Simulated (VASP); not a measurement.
Set up this calculation in VASP 6.6.1, as the native input.

- Task: single point
- Functional: PBE
- Dispersion: D3(BJ)
- Potentials or basis: VASP PAW PBE potentials, release 64 (Cd, F)
- Cutoff: 520 eV
- k mesh: 8 × 8 × 8
- Occupations: gaussian, width 0.02 eV
- Spin: no spin polarisation
- Dipole correction: no
- Further INCAR settings: ALGO = Normal; EDIFF = 1e-06; NBANDS = 20

The structure of CdF2 lies in POSCAR:

```
CdF2
1.0
    0.0000000000      2.6947416099      2.6947416099
    2.6947416099      0.0000000000      2.6947416099
    2.6947416099      2.6947416099      0.0000000000
Cd F
1 2
Direct
    0.0000000000      0.0000000000      0.0000000000
    0.2500000000      0.2500000000      0.2500000000
    0.7500000000      0.7500000000      0.7500000000
```

This cell differs from its parent crystal: volume scaled by 0.97.

One way to write it, as run:

INCAR

```
SYSTEM = CdF2
  PREC = Accurate
  ENCUT = 520
  EDIFF = 1E-6
  ISMEAR = 0
  SIGMA = 0.02
  LREAL = .FALSE.
  LASPH = .TRUE.
  NELM = 100
  ALGO = Normal
  ISIF = 2
  LWAVE = .FALSE.
  LCHARG = .TRUE.
  GGA = PE
  IVDW = 12
  LELF = .TRUE.
  LVHAR = .TRUE.
  NBANDS = 20
```

KPOINTS

```
regular mesh
0
G
  8 8 8
  0 0 0
```

Potentials or basis: VASP PAW PBE potentials, release 64 (Cd, F).

Command:

```sh
$ cat potpaw_PBE.64/Cd/POTCAR potpaw_PBE.64/F/POTCAR > POTCAR
$ mpirun -np 1 vasp_std > vasp.out
```

It gave:

```yaml
Pressure: 4.0 GPa
Band_gap_on_the_k_mesh: 3.07 eV, indirect (least direct gap 3.57 eV)
Dispersion_energy_per_atom: -0.167 eV
```

It took 12 s on 1 thread of Intel(R) Xeon(R) Platinum 8559C (Emerald Rapids), with other jobs on the host, peak memory 0.17 GiB.
